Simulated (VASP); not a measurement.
Write the native input for VASP 6.6.1 that does the following.

```yaml
Task: single point
Functional: PBEsol
Potentials_or_basis: VASP PAW PBE potentials, release 64 (Ti_sv, O)
Cutoff: 520 eV
k_mesh: 6 × 6 × 10
Occupations: gaussian, width 0.05 eV
Spin: no spin polarisation
Dipole_correction: no
Further_INCAR_settings: ALGO = Normal; EDIFF = 1e-06; NBANDS = 33
```

The structure of TiO2 lies in POSCAR:

```
TiO2
1.0
    4.5912476203      0.0000000000      0.0000000000
    0.0000000000      4.5912476203     -0.2295623810
    0.0000000000     -0.1469497010      2.9389940195
Ti O
2 4
Direct
    0.0000000000      0.0000000000      0.0000000000
    0.5000000000      0.5000000000      0.5000000000
    0.3044387440      0.3044387440      0.0000000000
    0.1955612560      0.8044387440      0.5000000000
    0.6955612560      0.6955612560      0.0000000000
    0.8044387440      0.1955612560      0.5000000000
```

This cell differs from its parent crystal: strain -0.1000 x Voigt [0, 0, 0, 1, 0, 0].

The input as run:

INCAR

```
  ALGO = Normal
  EDIFF = 1E-6
  ENCUT = 520
  GGA = PS
  ISIF = 2
  ISMEAR = 0
  LASPH = True
  LCHARG = False
  LREAL = False
  LWAVE = False
  NBANDS = 33
  NELM = 100
  PREC = Accurate
  SIGMA = 0.05
```

KPOINTS

```
k-points
0
Gamma
  6 6 10
```

Potentials or basis: VASP PAW PBE potentials, release 64 (Ti_sv, O).

Run with:

```console
$ cat potpaw_PBE.64/Ti_sv/POTCAR potpaw_PBE.64/O/POTCAR > POTCAR
$ mpirun -np 1 vasp_std > vasp.out
```

It gave:

```
Pressure               : 3.0 GPa
Largest force          : 0.629 eV/Å
Band gap on the k mesh : 1.79 eV (least direct gap 1.86 eV)
```

Caveat: the cell differs from its parent crystal (strain -0.1000 x Voigt [0, 0, 0, 1, 0, 0]); the cell stands under pressure; the PAW data sets were made with another functional, which shifts forces and pressure a little.

It took 99 s on 1 thread of Intel(R) Xeon(R) 6975P-C (Granite Rapids) (shared host), peak memory 0.32 GiB.
